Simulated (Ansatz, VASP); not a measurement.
# Two plane-wave programs on ScRu3

```xyz
4
Lattice="2.2922 -3.7315 0.0000 2.2922 3.7315 0.0000 0.0000 0.0000 4.8896" Properties=species:S:1:pos:R:3 pbc="T T T"
Sc    0.0000    0.0000    0.0000
Ru    2.2922    1.1945    2.4448
Ru    2.2922   -1.1945    2.4448
Ru    0.0000    0.0000    2.4448
```

Alike in both runs: task single point; functional PBE; k mesh 4 × 4 × 4; occupations gaussian, width 0.1 eV; collinear spin.

```csv
,VASP,Ansatz
version,VASP 6.6.1,Ansatz 0.2.0
potentials or method,"VASP PAW PBE potentials, release 64 (Sc_sv, Ru_pv), cutoff 520 eV","scalar-relativistic, plane waves, PAW"
valence electrons in the cell,53,59
```

|  | VASP | Ansatz | Ansatz less VASP |
| --- | --- | --- | --- |
| gap on the k mesh at the Fermi level (eV) | none | none | - |
| pressure (GPa) | 0.5 | 0.3 | -0.14 |
| traceless stress, the component that is largest in VASP (GPa) | -1.49 | -1.30 | +0.193 |
| rms of the force components (eV/Å) | 0.018 | 0.004 | -0.0140 |
| net moment per atom (μB) | 0.29 | 0.29 | +0.001 |
| size of the moment on the site where the two differ most (μB) | 0.45 | 0.40 | -0.055 |

Site moments also hang on the region over which each program counts them. Atom by atom the forces differ by 0.014 eV/Å (rms over components). A gap of «none» marks a metal or a gap that the smearing closes. VASP's potentials hold 53 valence electrons a cell and Ansatz's 59, so a difference there can come from the potentials and not from the codes.

The k mesh is coarse, so the values compare programs but aren't converged.
